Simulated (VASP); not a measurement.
# Al2Cu (I4/mmm) in VASP: notebook

Runs on Al2Cu. Level: PBE. Tasks: single point.

Program: VASP 6.6.1. These are calculated values, not measurements. Logs are shortened: lines on timing, memory, paths and dates and some standing lists are left out, and cuts for length are marked.

## 1. The cell of the first run

Symmetry: I4/mmm, No. 139, tetragonal system. The conventional cell has a = 3.898 Å, b = 3.898 Å, c = 5.879 Å, α = 90.00°, β = 90.00°, γ = 90.00°. Within 3.2 Å of Al (site symmetry -4m2) lie 4 Cu at 2.44 Å and 6 Al at 2.76 to 2.94 Å. Within 3.2 Å of Cu (site symmetry 4/mmm) lie 8 Al at 2.44 Å.

## 2. Single point, PBE

INCAR reads:

```
SYSTEM = Al2Cu
  PREC = Accurate
  ENCUT = 520
  EDIFF = 1E-6
  ISMEAR = 0
  SIGMA = 0.15
  LREAL = .False.
  LASPH = .True.
  NELM = 80
  ALGO = Fast
  ISIF = 2
  LWAVE = .False.
  LCHARG = .True.
  GGA = PE
  LELF = .True.
  LVHAR = .True.
  NBANDS = 16
```

KPOINTS reads:

```
Automatic mesh
0
Gamma
  14 14 14
  0 0 0
```

POSCAR reads:

```
Al2Cu
1.0
   -1.9491751977      1.9491751977      2.9396000000
    1.9491751977     -1.9491751977      2.9396000000
    1.9491751977      1.9491751977     -2.9396000000
Al Cu
2 1
Direct
    0.7500000000      0.2500000000      0.5000000000
    0.2500000000      0.7500000000      0.5000000000
    0.5000000000      0.5000000000      0.0000000000
```

Potentials or basis: VASP PAW PBE potentials, release 64 (Al, Cu).

On the command line:

```bash
cat potpaw_PBE.64/Al/POTCAR potpaw_PBE.64/Cu/POTCAR > POTCAR
mpirun -np 1 vasp_std > vasp.out
```

OUTCAR:

```text
SYSTEM = Al2Cu
   PREC = Accurate
   ENCUT = 520
   EDIFF = 1E-6
   ISMEAR = 0
   LREAL = .False.
   LASPH = .True.
   NELM = 80
   ISIF = 2
   GGA = PE

 ion  position               nearest neighbor table
   1  0.750  0.250  0.500-   3 2.44   3 2.44   3 2.44   3 2.44   2 2.76   2 2.76   2 2.76   2 2.76
                             2 2.94   2 2.94
   2  0.250  0.750  0.500-   3 2.44   3 2.44   3 2.44   3 2.44   1 2.76   1 2.76   1 2.76   1 2.76
                             1 2.94   1 2.94
   3  0.500  0.500  0.000-   2 2.44   1 2.44   1 2.44   2 2.44   1 2.44   2 2.44   2 2.44   1 2.44

  LATTYP: Found a body centered tetragonal cell.
 ALAT       =     3.8983503954
 C/A-ratio  =     1.5081250795

  Lattice vectors:

 A1 = (  -1.9491751977,   1.9491751977,   2.9396000000)
 A2 = (   1.9491751977,  -1.9491751977,   2.9396000000)
 A3 = (   1.9491751977,   1.9491751977,  -2.9396000000)

Analysis of symmetry for initial positions (statically):
=====================================================================
 Subroutine PRICEL returns:
 Original cell was already a primitive cell.

 Routine SETGRP: Setting up the symmetry group for a
 body centered tetragonal supercell.

 Subroutine GETGRP returns: Found 16 space group operations
 (whereof 16 operations were pure point group operations)
 out of a pool of 16 trial point group operations.

The static configuration has the point symmetry D_4h.

Analysis of symmetry for dynamics (positions and initial velocities):
=====================================================================
 Subroutine PRICEL returns:
 Original cell was already a primitive cell.

 Routine SETGRP: Setting up the symmetry group for a
 body centered tetragonal supercell.

 Subroutine GETGRP returns: Found 16 space group operations
 (whereof 16 operations were pure point group operations)
 out of a pool of 16 trial point group operations.

The dynamic configuration has the point symmetry D_4h.

 Subroutine INISYM returns: Found 16 space group operations
 (whereof 16 operations are pure point group operations),
 and found     1 'primitive' translations

----------------------------------------------------------------------------------------

                                     Primitive cell

  volume of cell :      44.6735

[... 89 lines left out ...]
   NELM   =     80;   NELMIN=  2; NELMDL= -5     # of ELM steps
   EDIFF  = 0.1E-05   stopping-criterion for ELM
   LREAL  =      F    real-space projection
   EDIFFG = 0.1E-04   stopping-criterion for IOM
   NSW    =      0    number of steps for IOM
   IBRION =     -1    ionic relax: 0-MD 1-quasi-New 2-CG
   NFREE  =      0    steps in history (QN), initial steepest desc. (CG)
   ISIF   =      2    stress and relaxation
   ISYM   =      2    0-nonsym 1-usesym 2-fastsym
   POTIM  = 0.5000    time-step for ionic-motion
   TEBEG  =    0.0;   TEEND  =   0.0 temperature during run
   PSTRESS=    0.0 pullay stress
   NELECT =      17.0000    total number of electrons
   NUPDOWN=      -1.0000    fix difference up-down
   EMIN   =  10.00;   EMAX   =-10.00  energy-range for DOS
   EFERMI =   0.00;   METHOD = LEGACY
   ISMEAR =     0;   SIGMA  =   0.15  broadening in eV -4-tet -1-fermi 0-gaus
   EFERMI_NEDOS =   21; number of points for ismear=-14 and -15
   IALGO  =     68    algorithm
   IMIX   =      4    mixing-type and parameters
     AMIX     =   0.40;   BMIX     =  1.00
     AMIX_MAG =   1.60;   BMIX_MAG =  1.00
  volume/ion in A,a.u.               =      14.89       100.49
  Fermi-wavevector in a.u.,A,eV,Ry     =   1.186336  2.241850 19.148755  1.407394
  Thomas-Fermi vector in A             =   2.322511
   LORBIT       =      0    0 simple, 1 ext, 2 COOP (PROOUT), +10 PAW based schemes
   GGA     = PE    functional components
   LHFCALC =     F    Hartree Fock is set to
   AEXX    =    0.0000 exact exchange contribution
   IVDW    =     0    specifies the selected vdW correction
   LEPSILON=     F    determine dielectric tensor
   LRPA    =     F    only Hartree local field effects (RPA)
 non-spin polarized calculation
 RMM-DIIS sequential band-by-band and
 Gauss-broadening in eV      SIGMA  =   0.15
  energy-cutoff  :      520.00
  volume of cell :       44.67
 maximum number of plane-waves:      1227
 NGX is ok and might be reduce to    30
   NGX = 15   NGY = 15   NGZ = 15

 number of electron      17.0000009 magnetization

 Free energy of the ion-electron system (eV)
  ---------------------------------------------------
  ext. energy  EPLUGINS =         0.00000000
  ---------------------------------------------------
  free energy    TOTEN  =       -11.61093469 eV

  energy without entropy =      -11.60071141  energy(sigma->0) =      -11.60582305

 E-fermi :   7.7152     XC(G=0): -10.7362

 val. band max:        7.7113437918   @ k =   0.5000   0.0714   0.0000
 cond. band min:       7.7171288517   @ k =  -0.0714  -0.4286   0.0714
 fundamental gap:      0.0057850599
 Fermi energy:         7.7152149094

 k-point     1 :       0.0000    0.0000    0.0000
  band No.  band energies     occupation
      1      -2.9175      2.00000
      2       2.8859      2.00000
      3       2.8859      2.00000
      4       2.9459      2.00000
      5       3.4304      2.00000
      6       3.5481      2.00000
[... 433 lines left out ...]
      3       2.9721      2.00000
      4       3.1155      2.00000
      5       3.4126      2.00000
      6       3.5552      2.00000
[... 8 lines left out ...]
     15      15.6906      0.00000
     16      18.7264      0.00000

 [... further k-points ...]

------------------------ aborting loop because EDIFF is reached ----------------------------------------

  FORCE on cell =-STRESS in cart. coord.  units (eV):
  Direction    XX          YY          ZZ          XY          YZ          ZX
  --------------------------------------------------------------------------------------
  -------------------------------------------------------------------------------------
  Total        3.1962931      3.1962931      1.4241219      0.0000000      0.0000000      0.0000000
  in kB      114.6323499    114.6323499     51.0749290      0.0000000      0.0000000      0.0000000
  external PRESSURE =      93.4465429 kB  Pullay stress =       0.0000000 kB

 VOLUME and BASIS-vectors are now :
 -----------------------------------------------------------------------------
  energy-cutoff  :      520.00
  volume of cell :       44.67
      direct lattice vectors                 reciprocal lattice vectors
    -1.949175198  1.949175198  2.939600000     0.000000000  0.256518758  0.170091169
     1.949175198 -1.949175198  2.939600000     0.256518758  0.000000000  0.170091169
     1.949175198  1.949175198 -2.939600000     0.256518758  0.256518758  0.000000000

 POSITION                                       TOTAL-FORCE (eV/Angst)
 -----------------------------------------------------------------------------------
     -0.00000      1.94918      1.46980         0.000000     -0.000000      0.000000
      1.94918     -0.00000      1.46980        -0.000000      0.000000     -0.000000
      0.00000      0.00000      2.93960         0.000000      0.000000      0.000000
 -----------------------------------------------------------------------------------
    total drift:                                0.000000     -0.000000      0.000000

  FREE ENERGIE OF THE ION-ELECTRON SYSTEM (eV)
  ---------------------------------------------------
  free  energy   TOTEN  =       -11.6109346877 eV

  energy  without entropy=      -11.6007114138  energy(sigma->0) =      -11.60582305
```

Run time: 6 min. Hardware: 1 thread of Intel Xeon Platinum 8375C at 2.90GHz (Ice Lake), shared host; peak memory 0.29 GiB.

What came out:

```
Free energy            : -11.6109 eV
Pressure               : 9.3 GPa
Band gap on the k mesh : zero (an odd number of electrons rules out a gap without spin polarisation)
```

Caveat: the cell stands under pressure.

## 3. Single point, PBE

This run uses another cell than the first one, of 15.14 Å³/atom.

INCAR reads:

```
SYSTEM = Al2Cu
PREC = Accurate
ENCUT = 520
EDIFF = 1E-6
ISMEAR = 0
SIGMA = 0.15
LREAL = .False.
LASPH = .True.
NELM = 60
ALGO = Fast
ISIF = 2
LWAVE = .False.
LCHARG = .False.
GGA = PE
NBANDS = 16
```

KPOINTS reads:

```
regular mesh
0
Gamma
  14 14 14
  0 0 0
```

POSCAR reads:

```
Al2Cu
1.0
   -1.9491751977      1.9491751977      2.9878000000
    1.9491751977     -1.9491751977      2.9878000000
    1.9491751977      1.9491751977     -2.9878000000
Al Cu
2 1
Direct
    0.7500000000      0.2500000000      0.5000000000
    0.2500000000      0.7500000000      0.5000000000
    0.5000000000      0.5000000000      0.0000000000
```

Potentials or basis: VASP PAW PBE potentials, release 64 (Al, Cu).

On the command line:

```bash
cat potpaw_PBE.64/Al/POTCAR potpaw_PBE.64/Cu/POTCAR > POTCAR
mpirun -np 1 vasp_std > vasp.out
```

Wall time 7.5 min (1 thread of Intel Xeon Platinum 8375C at 2.90GHz (Ice Lake), shared host); peak memory 0.29 GiB.

It converged, with:

```
Free energy            : -11.6288 eV
Pressure               : 7.4 GPa
Band gap on the k mesh : zero (an odd number of electrons rules out a gap without spin polarisation)
```

Stress tensor (GPa, compression positive):
```
9.79 0.00 0.00
0.00 9.79 0.00
0.00 0.00 2.50
```

Levels at points of the mesh, in eV from the Fermi level:
```
           k point  band 6  band 7  band 8  band 9  band 10  band 11  band 12  band 13
(0.00, 0.00, 0.00)   -4.09    2.49    2.77    2.77     3.17     3.17     3.67     4.75
(0.50, 0.00, 0.00)   -4.09   -4.00    0.20    1.00     2.47     3.23     4.44     4.66
(0.50, 0.50, 0.00)   -4.03   -3.72   -2.52   -1.93     0.19     1.39     8.98     9.66
(0.50, 0.50, 0.50)   -4.02   -3.96   -1.69   -1.69     1.18     1.83     9.12    11.41
```

Caveat: the cell stands under pressure.

## 4. Single point, PBE

This run uses another cell than the first one, of 15.31 Å³/atom.

INCAR reads:

```
ALGO = Fast ; EDIFF = 1E-7
ENCUT = 520 ; GGA = PE
ISIF = 2 ; ISMEAR = 0
LASPH = T ; LCHARG = F
LREAL = F ; LWAVE = F
NBANDS = 16 ; NELM = 80
PREC = Accurate ; SIGMA = 0.15
```

KPOINTS reads:

```
k-points
0
Gamma
  14 14 14
```

POSCAR reads:

```
Al2Cu
1.0
   -2.0446004822      2.0446004822      2.7468500000
    2.0446004822     -2.0446004822      2.7468500000
    2.0446004822      2.0446004822     -2.7468500000
Al Cu
2 1
Direct
    0.7500000000      0.2500000000      0.5000000000
    0.2500000000      0.7500000000      0.5000000000
    0.5000000000      0.5000000000      0.0000000000
```

Potentials or basis: VASP PAW PBE potentials, release 64 (Al, Cu).

On the command line:

```bash
cat potpaw_PBE.64/Al/POTCAR potpaw_PBE.64/Cu/POTCAR > POTCAR
mpirun -np 1 vasp_std > vasp.out
```

OUTCAR:

```text
EDIFF = 1E-7
   ENCUT = 520
   GGA = PE
   ISIF = 2
   ISMEAR = 0
   LASPH = T
   LREAL = F
   NELM = 80
   PREC = Accurate

 ion  position               nearest neighbor table
   1  0.750  0.250  0.500-   3 2.46   3 2.46   3 2.46   3 2.46   2 2.75   2 2.75   2 2.89   2 2.89
                             2 2.89   2 2.89
   2  0.250  0.750  0.500-   3 2.46   3 2.46   3 2.46   3 2.46   1 2.75   1 2.75   1 2.89   1 2.89
                             1 2.89   1 2.89
   3  0.500  0.500  0.000-   2 2.46   1 2.46   1 2.46   2 2.46   1 2.46   2 2.46   2 2.46   1 2.46

  LATTYP: Found a body centered tetragonal cell.
 ALAT       =     4.0892009644
 C/A-ratio  =     1.3434653977

  Lattice vectors:

 A1 = (  -2.0446004822,   2.0446004822,   2.7468500000)
 A2 = (   2.0446004822,  -2.0446004822,   2.7468500000)
 A3 = (   2.0446004822,   2.0446004822,  -2.7468500000)

Analysis of symmetry for initial positions (statically):
=====================================================================
 Subroutine PRICEL returns:
 Original cell was already a primitive cell.

 Routine SETGRP: Setting up the symmetry group for a
[... 175 lines left out ...]
 cond. band min:       7.4189732413   @ k =   0.0714   0.0714   0.0714
 fundamental gap:      0.0057129274
 Fermi energy:         7.4181591956

 k-point     1 :       0.0000    0.0000    0.0000
  band No.  band energies     occupation
      1      -3.0273      2.00000
      2       2.6890      2.00000
      3       2.7413      2.00000
      4       2.7413      2.00000
      5       3.2510      2.00000
      6       3.3389      2.00000
[... 433 lines left out ...]
      3       2.8013      2.00000
      4       2.9240      2.00000
      5       3.2497      2.00000
      6       3.3774      2.00000
[... 8 lines left out ...]
     15      14.8991      0.00000
     16      18.2602      0.00000

 [... further k-points ...]

------------------------ aborting loop because EDIFF is reached ----------------------------------------

  FORCE on cell =-STRESS in cart. coord.  units (eV):
  Direction    XX          YY          ZZ          XY          YZ          ZX
  --------------------------------------------------------------------------------------
  -------------------------------------------------------------------------------------
  Total        1.1230276      1.1230276      2.8199885      0.0000000      0.0000000      0.0000000
  in kB       39.1732109     39.1732109     98.3662401      0.0000000      0.0000000      0.0000000
  external PRESSURE =      58.9042206 kB  Pullay stress =       0.0000000 kB

 VOLUME and BASIS-vectors are now :
 -----------------------------------------------------------------------------
  energy-cutoff  :      520.00
  volume of cell :       45.93
      direct lattice vectors                 reciprocal lattice vectors
    -2.044600482  2.044600482  2.746850000     0.000000000  0.244546553  0.182026685
     2.044600482 -2.044600482  2.746850000     0.244546553  0.000000000  0.182026685
     2.044600482  2.044600482 -2.746850000     0.244546553  0.244546553  0.000000000

 POSITION                                       TOTAL-FORCE (eV/Angst)
 -----------------------------------------------------------------------------------
      0.00000      2.04460      1.37342        -0.000000     -0.000000     -0.000000
      2.04460      0.00000      1.37342         0.000000      0.000000     -0.000000
      0.00000      0.00000      2.74685        -0.000000      0.000000      0.000000
 -----------------------------------------------------------------------------------
    total drift:                                0.000000     -0.000000      0.000000

  FREE ENERGIE OF THE ION-ELECTRON SYSTEM (eV)
  ---------------------------------------------------
  free  energy   TOTEN  =       -11.6809453169 eV

  energy  without entropy=      -11.6707907656  energy(sigma->0) =      -11.67586804
```

stdout:

```text
POSCAR found type information on POSCAR AlCu
 POSCAR found :  2 types and       3 ions
 scaLAPACK will be used
 LDA part: xc-table for (Slater+PW92), standard interpolation
 POSCAR, INCAR and KPOINTS ok, starting setup
 FFT: planning ... GRIDC
 FFT: planning ... GRID_SOFT
 FFT: planning ... GRID
 WAVECAR not read
 entering main loop
```

Wall time 6.6 min (1 thread of Intel Xeon Platinum 8375C at 2.90GHz (Ice Lake), shared host); peak memory 0.3 GiB.

Results:

- Free energy: -11.6809 eV
- Pressure: 5.9 GPa
- Band gap on the k mesh: zero (an odd number of electrons rules out a gap without spin polarisation)

Caveat: the cell stands under pressure.

## 5. Single point, PBE

This run uses another cell than the first one, of 15.38 Å³/atom.

INCAR reads:

```
SYSTEM = Al2Cu
ALGO     = Fast           ! electronic algorithm
EDIFF    = 1E-7           ! SCF threshold, eV
ENCUT    = 520            ! plane-wave cutoff, eV
GGA      = PE             ! functional
ISIF     = 2              ! what is computed and relaxed
ISMEAR   = 0              ! smearing method
LASPH    = .True.         ! aspherical terms in the spheres
LCHARG   = .False.        ! write CHGCAR
LREAL    = .False.        ! projectors in reciprocal space
LWAVE    = .False.        ! write WAVECAR
NBANDS   = 16             ! bands
NELM     = 80             ! most SCF steps
PREC     = Accurate       ! precision mode
SIGMA    = 0.15           ! smearing width, eV
```

KPOINTS reads:

```
k-points
0
Gamma
  14 14 14
  0 0 0
```

POSCAR reads:

```
Al2Cu
1.0
   -1.9491751977      1.9491751977      3.0359500000
    1.9491751977     -1.9491751977      3.0359500000
    1.9491751977      1.9491751977     -3.0359500000
Al Cu
2 1
Direct
    0.7500000000      0.2500000000      0.5000000000
    0.2500000000      0.7500000000      0.5000000000
    0.5000000000      0.5000000000      0.0000000000
```

On the command line:

```bash
cat potpaw_PBE.64/Al/POTCAR potpaw_PBE.64/Cu/POTCAR > POTCAR
mpirun -np 1 vasp_std > vasp.out
```

Wall time 6.6 min (1 thread of Intel Xeon Platinum 8375C at 2.90GHz (Ice Lake), shared host); peak memory 0.3 GiB.

Results (log left out):

* Free energy: -11.6351 eV
* Pressure: 5.5 GPa
* Band gap on the k mesh: zero (an odd number of electrons rules out a gap without spin polarisation)

Stress tensor (GPa, compression positive):
```
8.26 0.00 0.00
0.00 8.26 0.00
0.00 0.00 0.13
```

Levels at points of the mesh, in eV from the Fermi level:
| k point | band 5 | band 6 | band 7 | band 8 | band 9 | band 10 | band 11 | band 12 | band 13 | band 14 |
| --- | --- | --- | --- | --- | --- | --- | --- | --- | --- | --- |
| (0.00, 0.00, 0.00) | -4.18 | -4.01 | 2.38 | 2.67 | 2.67 | 3.22 | 3.22 | 3.74 | 4.59 | 5.22 |
| (0.50, 0.00, 0.00) | -4.13 | -4.02 | -3.92 | 0.12 | 1.07 | 2.29 | 3.23 | 4.45 | 4.65 | 9.42 |
| (0.50, 0.50, 0.00) | -4.03 | -3.98 | -3.64 | -2.57 | -1.86 | 0.07 | 1.38 | 8.87 | 9.27 | 9.53 |
| (0.50, 0.50, 0.50) | -4.19 | -3.99 | -3.89 | -1.59 | -1.59 | 1.25 | 1.90 | 9.09 | 11.32 | 11.32 |

Caveat: the cell stands under pressure.

## 6. Single point, PBE

This run uses another cell than the first one, of 15.58 Å³/atom.

INCAR reads:

```
SYSTEM = Al2Cu
PREC = Accurate ; ENCUT = 520
EDIFF = 1E-6 ; ISMEAR = 0
SIGMA = 0.15 ; LREAL = .False.
LASPH = .True. ; NELM = 80
ALGO = Fast ; ISIF = 2
LWAVE = .False. ; LCHARG = .False.
GGA = PE ; NBANDS = 16
```

KPOINTS reads:

```
regular mesh
0
Gamma
  14 14 14
  0 0 0
```

POSCAR reads:

```
Al2Cu
1.0
   -2.0446004822      2.0446004822      2.7950000000
    2.0446004822     -2.0446004822      2.7950000000
    2.0446004822      2.0446004822     -2.7950000000
Al Cu
2 1
Direct
    0.7500000000      0.2500000000      0.5000000000
    0.2500000000      0.7500000000      0.5000000000
    0.5000000000      0.5000000000      0.0000000000
```

Potentials or basis: VASP PAW PBE potentials, release 64 (Al, Cu).

On the command line:

```bash
cat potpaw_PBE.64/Al/POTCAR potpaw_PBE.64/Cu/POTCAR > POTCAR
mpirun -np 1 vasp_std > vasp.out
```

Wall time 6.5 min (1 thread of Intel Xeon Platinum 8375C at 2.90GHz (Ice Lake), shared host); peak memory 0.3 GiB.

The run converged. Its results:

```
Free energy            : -11.7212 eV
Pressure               : 3.7 GPa
Band gap on the k mesh : zero (an odd number of electrons rules out a gap without spin polarisation)
```

Stress tensor (GPa, compression positive):
```
2.51 0.00 0.00
0.00 2.51 0.00
0.00 0.00 6.12
```

Levels at points of the mesh, in eV from the Fermi level:
| k point | band 7 | band 8 | band 9 | band 10 | band 11 | band 12 |
| --- | --- | --- | --- | --- | --- | --- |
| (0.00, 0.00, 0.00) | 2.71 | 2.85 | 2.85 | 3.09 | 3.09 | 3.10 |
| (0.50, 0.00, 0.00) | -3.97 | 0.47 | 0.75 | 2.85 | 2.94 | 4.01 |
| (0.50, 0.50, 0.00) | -3.80 | -2.06 | -1.81 | 0.53 | 1.61 | 9.00 |
| (0.50, 0.50, 0.50) | -3.71 | -2.16 | -2.16 | 0.12 | 1.41 | 9.07 |

Caveat: the cell stands under pressure.

## 7. Summary

| cell | further INCAR settings | gap on the mesh (eV) | pressure (GPa) |
| --- | --- | --- | --- |
| a = 4.030 Å, angles 122.1, 122.1, 86.3°, 3 atoms | ALGO = Fast; EDIFF = 1e-06; NBANDS = 16 | none | 9.3 |
| a = 4.065 Å, angles 122.7, 122.7, 85.4°, 3 atoms | ALGO = Fast; EDIFF = 1e-06; NBANDS = 16 | none | 7.4 |
| a = 3.988 Å, angles 118.3, 118.3, 92.9°, 3 atoms | ALGO = Fast; EDIFF = 1e-07; NBANDS = 16 | none | 5.9 |
| a = 4.101 Å, angles 123.2, 123.2, 84.5°, 3 atoms | ALGO = Fast; EDIFF = 1e-07; NBANDS = 16 | none | 5.5 |
| a = 4.022 Å, angles 118.9, 118.9, 91.9°, 3 atoms | ALGO = Fast; EDIFF = 1e-06; NBANDS = 16 | none | 3.7 |

Alike in all rows: task single point; level PBE; potentials or basis VASP PAW PBE potentials, release 64 (Al, Cu); no spin polarisation; k mesh 14 × 14 × 14; cutoff (eV) 520; smearing gaussian 0.15 eV.

Caveats: the cell stands under pressure.

Total energies depend on the potentials used, so only differences within one code and one set of settings carry meaning.
